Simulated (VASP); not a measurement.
**Si: single point with PBE**

Si:

```
Si
1.0
     4.88042    0.00000    0.00000
     0.00000    6.06535    0.00000
     0.00000    0.00000    3.59880
Si
6
Direct
  0.50000 0.00000 0.00000
  0.00000 0.50000 0.50000
  0.30857 0.62454 0.00000
  0.69143 0.37546 0.00000
  0.80857 0.87546 0.50000
  0.19143 0.12454 0.50000
```

The cell was built from a structure type or drawn by symmetry, and may not be a known phase.

```yaml
Program: VASP 6.6.1
Task: single point
Functional: PBE
Potentials_or_basis: VASP PAW PBE potentials, release 64 (Si)
Cutoff: 520 eV
k_mesh: 8 × 6 × 10
Occupations: gaussian, width 0.1 eV
Spin: no spin polarisation
```

```json
{"Pressure": "0.0 GPa", "Band gap on the k mesh": "zero (bands 12 and 13 overlap by 2.11 eV)"}
```

Levels at points of the mesh, in eV from the Fermi level:
```
           k point  band 9  band 10  band 11  band 12  band 13  band 14  band 15  band 16
(0.00, 0.00, 0.00)   -2.49    -2.36    -0.30     0.97     1.24     1.91     2.58     3.68
(0.50, 0.00, 0.00)   -1.20    -1.20     0.79     0.79     1.42     1.42     3.10     3.10
(0.00, 0.50, 0.00)   -1.72    -1.72    -0.03    -0.03     1.89     1.89     2.88     2.88
(0.50, 0.50, 0.00)   -1.02    -1.02    -0.81    -0.81     0.57     0.57     1.34     1.34
(0.00, 0.00, 0.50)   -3.63    -3.63    -1.33    -1.33     0.08     0.08     1.21     1.21
(0.50, 0.00, 0.50)   -3.93    -3.93    -2.39    -2.39     2.06     2.06     4.29     4.29
(0.00, 0.50, 0.50)   -3.14    -3.14    -1.99    -1.99    -0.97    -0.97     0.35     0.35
(0.50, 0.50, 0.50)   -1.79    -1.79    -0.29    -0.29     0.48     0.48     2.02     2.02
```

Wall time 62 s on 1 thread of Intel(R) Xeon(R) 6975P-C (Granite Rapids), on a shared host, peak memory 0.32 GiB.
